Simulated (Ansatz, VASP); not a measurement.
KF in VASP and in Ansatz

The input INCAR:

```
PREC = Accurate ; ENCUT = 520
EDIFF = 1E-6 ; ISMEAR = 0
SIGMA = 0.05 ; LREAL = F
LASPH = T ; NELM = 100
ALGO = Normal ; ISIF = 2
LWAVE = F ; LCHARG = F
GGA = PE ; NBANDS = 15
```

File KPOINTS:

```
regular mesh
0
Gamma
  8 8 8
```

The input POSCAR:

```
KF
1.0
   -0.1146401094      2.6544446581      2.6544446581
    2.6544446581     -0.1146401094      2.6544446581
    2.6544446581      2.6544446581     -0.1146401094
K F
1 1
Direct
    0.0000000000      0.0000000000      0.0000000000
    0.5000000000      0.5000000000      0.5000000000
```

Input for Ansatz:

```yaml
crystal:
  lattice:
    - [-0.1146401094, 2.6544446581, 2.6544446581]
    - [2.6544446581, -0.1146401094, 2.6544446581]
    - [2.6544446581, 2.6544446581, -0.1146401094]
  atoms:
    - { symbol: K, position: [0.0, 0.0, 0.0] }
    - { symbol: F, position: [0.5, 0.5, 0.5] }
basis:
  ecutwfc: 520.0
kpoints:
  mp_grid: { grid: [8, 8, 8] }
hamiltonian:
  xc: pbe
scf:
  occupations: { method: gaussian, width: 0.05 }
output:
  forces: true
  stress: true
  eigenvalues: true
```

Alike in both runs: task single point; functional PBE; k mesh 8 × 8 × 8; occupations gaussian, width 0.05 eV; no spin polarisation.

|  | VASP | Ansatz |
| --- | --- | --- |
| version | VASP 6.6.1 | Ansatz 0.2.0 |
| potentials or method | VASP PAW PBE potentials, release 64 (K_sv, F), cutoff 520 eV | scalar-relativistic, plane waves, PAW |
| valence electrons in the cell | 16 | 16 |

Ansatz gave:

```
gap on the k mesh at the Fermi level (eV)                     : 5.90
least direct gap on the mesh (eV)                             : 5.90
pressure (GPa)                                                : -0.1
traceless stress, the component that is largest in VASP (GPa) : 0.51
```

Question: Estimate VASP's values.

Answer: gap on the k mesh at the Fermi level (eV): 5.89; least direct gap on the mesh (eV): 5.89; pressure (GPa): -0.1; traceless stress, the component that is largest in VASP (GPa): 0.50.

The functional is the same, so the differences come from potentials, cutoffs and numerics.
